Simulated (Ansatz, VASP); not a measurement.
## Ga: VASP beside Ansatz

```
Ga
1.0
     2.26150   -3.83050    0.00000
     2.26150    3.83050    0.00000
     0.00000    0.00000    4.52400
Ga
4
Cartesian
  2.2615 1.1867 1.8956
  2.2615 2.6438 4.1576
  2.2615 -1.1867 2.6284
  2.2615 -2.6438 0.3664
```

Alike in both runs: functional PBE; k mesh 7 × 7 × 6; occupations fermi-dirac, width 0.05 eV; no spin polarisation.

|  | VASP | Ansatz |
| --- | --- | --- |
| version | VASP 6.6.1 | Ansatz 0.2.0 |
| potentials or method | VASP PAW PBE potentials, release 64 (Ga_d), cutoff 520 eV | all-electron LAPW, scalar-relativistic |
| task | single point | band structure |

```csv
,VASP,Ansatz,Ansatz less VASP
gap on the k mesh at the Fermi level (eV),none,none,-
pressure (GPa),2.0,1.9,-0.12
"traceless stress, the component that is largest in VASP (GPa)",-0.89,-0.88,+0.012
rms of the force components (eV/Å),0.059,0.060,+0.0006
```

Atom by atom the forces differ by 0.001 eV/Å (rms over components). A gap of «none» marks a metal or a gap that the smearing closes. Ansatz ran all-electron here, and VASP with PAW potentials.
